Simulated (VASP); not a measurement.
Input of a VASP 6.6.1 run:

The input POSCAR:

```
Si
1.0
    2.6787827946      0.0000000000      0.0000000000
   -1.3393913973      2.3198939513      0.0000000000
    0.0000000000      0.0000000000      4.4165628095
Si
2
Direct
    0.3333333333      0.6666666667      0.2500000000
    0.6666666667      0.3333333333      0.7500000000
```

INCAR.step1

```
SYSTEM = Si
PREC = Accurate
ENCUT = 520
ISMEAR = 0
SIGMA = 0.15
LREAL = .False.
LASPH = .True.
NELM = 80
NBANDS = 11
GGA = PE
ALGO = Normal
EDIFF = 1E-4
LWAVE = .True.
LCHARG = .False.
```

The input INCAR.step2:

```
SYSTEM = Si
PREC = Accurate
ENCUT = 520
EDIFF = 1E-6
ISMEAR = 0
SIGMA = 0.15
LREAL = .False.
LASPH = .True.
NELM = 80
ALGO = Normal
ISIF = 2
LWAVE = .False.
LCHARG = .False.
METAGGA = R2SCAN
LMIXTAU = .True.
NBANDS = 11
ISTART = 1
```

The input KPOINTS:

```
regular mesh
0
Gamma
  24 24 14
  0 0 0
```

Potentials or basis: VASP PAW PBE potentials, release 64 (Si).

The run is started by

```console
$ cat potpaw_PBE.64/Si/POTCAR > POTCAR
$ cp INCAR.step1 INCAR
$ mpirun -np 1 vasp_std > vasp.out
$ cp INCAR.step2 INCAR
$ mpirun -np 1 vasp_std > vasp.out
```

(1) What does it give for the band gap on the k mesh?

(2) What does it give for the pressure?

## Answers

(1) zero (bands 4 and 5 overlap by 13.51 eV).

(2) -0.2 GPa.

Caveat: the cell differs from its parent crystal (strain +0.015 along x and y, -0.030 along z); the PAW data sets were made with another functional, which shifts forces and pressure a little.
